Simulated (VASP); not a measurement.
# TiSi16 (a cell with a defect) in VASP: further runs, part 2 of 2

VASP 6.6.1.

## 4. Single point, PBE

INCAR reads:

```
PREC     = Accurate       # precision mode
ENCUT    = 520            # plane-wave cutoff, eV
EDIFF    = 1E-6           # SCF threshold, eV
ISMEAR   = 0              # smearing method
SIGMA    = 0.02           # smearing width, eV
LREAL    = Auto         
LASPH    = True           # aspherical terms in the spheres
NELM     = 80             # most SCF steps
ALGO     = Normal         # electronic algorithm
ISIF     = 2              # what is computed and relaxed
LWAVE    = False          # write WAVECAR
LCHARG   = False          # write CHGCAR
GGA      = PE             # functional
NBANDS   = 52             # bands
```

KPOINTS reads:

```
Automatic mesh
0
Gamma
  2 2 2
```

POSCAR reads:

```
TiSi16
1.0
    0.0000000000      5.4300000000      5.4300000000
    5.4300000000      0.0000000000      5.4300000000
    5.4300000000      5.4300000000      0.0000000000
Si Ti
16 1
Direct
   -0.0028000000     -0.0036845304      0.0040952118
    0.1230885820      0.1202278085      0.1171290976
   -0.0007667587     -0.0020586556      0.5018634438
    0.1224336096      0.1198089319      0.6409244015
   -0.0011940147      0.5014170350     -0.0051347145
    0.1208228361      0.6341953959      0.1226535912
   -0.0012603131      0.5009763352      0.5056045120
    0.1321329650      0.6239147330      0.6220900552
    0.5035050645     -0.0023293738     -0.0067315838
    0.6354815838      0.1190561694      0.1226734807
    0.5029394107     -0.0023270718      0.5059965009
    0.6257276243      0.1319749540      0.6211456722
    0.5030494475      0.5016186924     -0.0021234807
    0.6251688766      0.6239425414      0.1268688766
    0.5027552486      0.5024261510      0.4974587477
    0.6250464088      0.6238458564      0.6243769797
    0.2493677716      0.2475506446      0.2519753223
```

Potentials or basis: VASP PAW PBE potentials, release 64 (Si, Ti_sv).

Launch:

```console
$ cat potpaw_PBE.64/Si/POTCAR potpaw_PBE.64/Ti_sv/POTCAR > POTCAR
$ mpirun -np 1 vasp_std > vasp.out
```

OUTCAR:

```text
PREC = Accurate
   ENCUT = 520
   EDIFF = 1E-6
   ISMEAR = 0
   LREAL = Auto
   LASPH = True
   NELM = 80
   ISIF = 2
   GGA = PE

 ion  position               nearest neighbor table
   1  0.997  0.996  0.004-  10 2.27   6 2.27   2 2.28   4 2.28
   2  0.123  0.120  0.117-   1 2.28   9 2.39   5 2.39   3 2.41  17 2.44
   3  0.999  0.998  0.502-  12 2.34   8 2.35   4 2.41   2 2.41  17 2.71
   4  0.122  0.120  0.641-   1 2.28  11 2.39   7 2.39   3 2.41  17 2.44
   5  0.999  0.501  0.995-   8 2.34  14 2.34   2 2.39   6 2.40  17 2.76
   6  0.121  0.634  0.123-   1 2.27  13 2.40   5 2.40   7 2.40  17 2.42
   7  0.999  0.501  0.506-   8 2.34  16 2.34   4 2.39   6 2.40  17 2.75
   8  0.132  0.624  0.622-  15 2.32   5 2.34   7 2.34   3 2.35
   9  0.504  0.998  0.993-  12 2.33  14 2.34   2 2.39  10 2.40  17 2.76
  10  0.635  0.119  0.123-   1 2.27  13 2.40   9 2.40  11 2.40  17 2.42
  11  0.503  0.998  0.506-  12 2.34  16 2.34   4 2.39  10 2.40  17 2.76
  12  0.626  0.132  0.621-  15 2.32   9 2.33  11 2.34   3 2.34
  13  0.503  0.502  0.998-  14 2.34  16 2.34   6 2.40  10 2.40  17 2.76
  14  0.625  0.624  0.127-  15 2.32  13 2.34   5 2.34   9 2.34
  15  0.503  0.502  0.497-  12 2.32  14 2.32   8 2.32  16 2.32
  16  0.625  0.624  0.624-  15 2.32  13 2.34   7 2.34  11 2.34
[... 210 lines left out ...]
      2     -26.2746      2.00000
      3     -26.2568      2.00000
      4     -26.2426      2.00000
      5      -5.7204      2.00000
      6      -3.5124      2.00000
[... 413 lines left out ...]
     49       9.8740      0.00000
     50      10.5301      0.00000
 [bands above 50 left out]

------------------------ aborting loop because EDIFF is reached ----------------------------------------

  FORCE on cell =-STRESS in cart. coord.  units (eV):
  Direction    XX          YY          ZZ          XY          YZ          ZX
  --------------------------------------------------------------------------------------
  -------------------------------------------------------------------------------------
  Total        7.9081402      7.9305947      8.2436889      0.2207340      0.0670227     -0.0576026
  in kB       39.5690351     39.6813878     41.2479805      1.1044609      0.3353536     -0.2882193
  external PRESSURE =      40.1661345 kB  Pullay stress =       0.0000000 kB

 VOLUME and BASIS-vectors are now :
 -----------------------------------------------------------------------------
  energy-cutoff  :      520.00
  volume of cell :      320.21
      direct lattice vectors                 reciprocal lattice vectors
     0.000000000  5.430000000  5.430000000    -0.092081031  0.092081031  0.092081031
     5.430000000  0.000000000  5.430000000     0.092081031 -0.092081031  0.092081031
     5.430000000  5.430000000  0.000000000     0.092081031  0.092081031 -0.092081031

 POSITION                                       TOTAL-FORCE (eV/Angst)
 -----------------------------------------------------------------------------------
      5.43223      5.43703     10.82479        -0.002830     -0.001060     -0.000147
      1.28885      1.30438      1.32121         0.001763     -0.004758     -0.005231
      8.14394      8.15096     10.84466        -0.002674     -0.002949      0.003602
      4.13078      4.14503      1.31538         0.004629      0.001433     -0.001151
      8.12481     10.82564      8.14621        -0.004400     -0.001909     -0.000952
      4.10969      1.32208      4.09975         0.006332     -0.004204      0.007275
[... 9 lines left out ...]
      6.77785      6.78437      6.78149         0.004016      0.001935      0.003292
      2.71243      2.72229      2.69827         0.001063      0.010856     -0.013109
 -----------------------------------------------------------------------------------
    total drift:                                0.003987      0.013825     -0.008701

  FREE ENERGIE OF THE ION-ELECTRON SYSTEM (eV)
  ---------------------------------------------------
  free  energy   TOTEN  =       -92.2039742407 eV

  energy  without entropy=      -92.2004220648  energy(sigma->0) =      -92.20219815
```

OSZICAR:

```text
N       E                     dE             d eps       ncg     rms          rms(c)
DAV:   1     0.342505343742E+03    0.34251E+03   -0.30918E+04   848   0.126E+03
DAV:   2    -0.570673343082E+02   -0.39957E+03   -0.38103E+03   936   0.247E+02
DAV:   3    -0.925721920617E+02   -0.35505E+02   -0.34433E+02  1220   0.667E+01
DAV:   4    -0.950637544669E+02   -0.24916E+01   -0.24574E+01  1288   0.150E+01
DAV:   5    -0.951270478151E+02   -0.63293E-01   -0.63188E-01  1136   0.218E+00    0.186E+01
DAV:   6    -0.943865562723E+02    0.74049E+00   -0.16992E+01  1148   0.194E+01    0.149E+01
DAV:   7    -0.929938622039E+02    0.13927E+01   -0.21779E+01  1132   0.231E+01    0.947E+00
DAV:   8    -0.922971509930E+02    0.69671E+00   -0.14814E+00  1020   0.553E+00    0.284E+00
DAV:   9    -0.922009529061E+02    0.96198E-01   -0.46832E-01  1280   0.281E+00    0.543E-01
DAV:  10    -0.922023300033E+02   -0.13771E-02   -0.24439E-02  1060   0.567E-01    0.362E-01
DAV:  11    -0.922041147661E+02   -0.17848E-02   -0.41025E-03  1088   0.256E-01    0.217E-01
DAV:  12    -0.922039261841E+02    0.18858E-03   -0.14582E-03  1100   0.200E-01    0.512E-02
DAV:  13    -0.922039744935E+02   -0.48309E-04   -0.19230E-04  1056   0.569E-02    0.222E-02
DAV:  14    -0.922039725287E+02    0.19648E-05   -0.30740E-05  1056   0.284E-02    0.728E-03
DAV:  15    -0.922039745953E+02   -0.20666E-05   -0.37073E-06   920   0.782E-03    0.323E-03
DAV:  16    -0.922039742407E+02    0.35468E-06   -0.19597E-07   528   0.192E-03
   1 F= -.92203974E+02 E0= -.92202198E+02  d E =-.355218E-02
```

It took 2.7 min on 1 thread of Intel Xeon 6975P-C (Granite Rapids), shared host; peak memory 0.5 GiB.

Results:

| Item | Value |
| --- | --- |
| Free energy | -92.2040 eV |
| Pressure | 4.0 GPa |
| Largest force | 0.017 eV/Å |
| Band gap on the k mesh | zero (bands 38 and 39 overlap by 0.40 eV) |

Forces on the atoms (eV/Å):
```
Si  -0.003 -0.001  0.000
Si   0.002 -0.005 -0.005
Si  -0.003 -0.003  0.004
Si   0.005  0.001 -0.001
Si  -0.004 -0.002 -0.001
Si   0.006 -0.004  0.007
Si   0.001  0.001 -0.001
Si   0.000  0.000 -0.001
Si  -0.002  0.000 -0.001
Si  -0.002  0.006  0.007
Si  -0.002  0.001  0.000
Si   0.001 -0.002 -0.002
Si  -0.001 -0.002  0.001
Si  -0.002 -0.003  0.003
Si  -0.001  0.000  0.001
Si   0.004  0.002  0.003
Ti   0.001  0.011 -0.013
```

Caveat: the k points lie up to 0.50 Å⁻¹ apart.

## 5. Single point, PBE

INCAR reads:

```
PREC = Accurate ; ENCUT = 520
EDIFF = 1E-6 ; ISMEAR = 0
SIGMA = 0.02 ; LREAL = Auto
LASPH = T ; NELM = 60
ALGO = Normal ; ISIF = 2
LWAVE = F ; LCHARG = T
GGA = PE ; LELF = T
LVHAR = T ; NBANDS = 52
```

KPOINTS reads:

```
regular mesh
0
Gamma
  2 2 2
```

POSCAR reads:

```
TiSi16
1.0
    0.0000000000      5.4300000000      5.4300000000
    5.4300000000      0.0000000000      5.4300000000
    5.4300000000      5.4300000000      0.0000000000
Si Ti
16 1
Direct
    0.0010284530     -0.0018976980      0.0002221915
    0.1233605893      0.1271283610      0.1224580110
   -0.0093315838      0.0023094843      0.5047470534
    0.1235918969      0.1303145488      0.6266276243
    0.0010349908      0.5007186004      0.0002127072
    0.1226037753      0.6274430018      0.1225776243
    0.0009134438      0.5029482505      0.4932327808
    0.1235767956      0.6195145488      0.6266290976
    0.5060476980      0.0021220994     -0.0102379374
    0.6271948435      0.1318841621      0.1219848987
    0.5047583794      0.0082432781      0.5025081031
    0.6286929098      0.1216361878      0.6281127993
    0.4930519337      0.5038966851     -0.0007751381
    0.6272045120      0.6189982505      0.1219827808
    0.5047367403      0.4845593923      0.5025102210
    0.6268793738      0.6236931860      0.6257952118
    0.3773755064     -0.1266458564      0.3759758748
```

Launch:

```console
$ cat potpaw_PBE.64/Si/POTCAR potpaw_PBE.64/Ti_sv/POTCAR > POTCAR
$ mpirun -np 1 vasp_std > vasp.out
```

Run time: 3.3 min. Hardware: 1 thread of Intel Xeon 6975P-C (Granite Rapids), shared host; peak memory 0.5 GiB.

Results (log left out):

```yaml
Free_energy: -92.2044 eV
Pressure: 4.0 GPa
Largest_force: 0.016 eV/Å
Band_gap_on_the_k_mesh: zero (bands 38 and 39 overlap by 0.40 eV)
```

Forces in eV/Å, atoms in the order of the input:
```
Si   0.011  0.005  0.002
Si  -0.003 -0.010  0.003
Si  -0.007  0.004  0.008
Si  -0.009  0.007 -0.001
Si  -0.002  0.005 -0.011
Si   0.001 -0.008  0.000
Si  -0.003 -0.008  0.003
Si   0.001  0.006  0.009
Si   0.007  0.003 -0.007
Si  -0.008  0.010 -0.009
Si  -0.005 -0.005 -0.004
Si   0.002  0.001 -0.002
Si   0.006 -0.001 -0.005
Si   0.009  0.010  0.008
Si   0.004 -0.005  0.005
Si  -0.001 -0.003  0.001
Ti  -0.003 -0.011  0.003
```

Stress tensor (GPa, compression positive):
```
 3.95  0.03  0.12
 0.03  4.14 -0.03
 0.12 -0.03  3.95
```

Levels at points of the mesh, in eV from the Fermi level:
| k point | band 36 | band 37 | band 38 | band 39 | band 40 | band 41 |
| --- | --- | --- | --- | --- | --- | --- |
| (0.00, 0.00, 0.00) | -0.97 | -0.42 | -0.39 | -0.36 | -0.12 | -0.05 |
| (0.50, 0.00, 0.00) | -1.35 | -0.27 | -0.01 | 0.07 | 0.45 | 0.47 |
| (0.00, 0.50, 0.00) | -1.34 | -0.25 | 0.05 | 0.07 | 0.45 | 0.46 |
| (0.00, 0.00, 0.50) | -1.35 | -0.28 | 0.00 | 0.08 | 0.45 | 0.48 |
| (0.50, 0.50, 0.50) | -1.34 | -0.25 | 0.05 | 0.07 | 0.45 | 0.46 |
| (0.50, 0.50, 0.00) | -1.86 | -0.68 | -0.02 | 0.57 | 0.59 | 1.12 |
| (0.00, 0.50, 0.50) | -1.86 | -0.68 | -0.02 | 0.57 | 0.59 | 1.12 |
| (0.50, 0.00, 0.50) | -1.88 | -0.70 | -0.02 | 0.57 | 0.62 | 1.11 |

Caveat: the k points lie up to 0.50 Å⁻¹ apart.
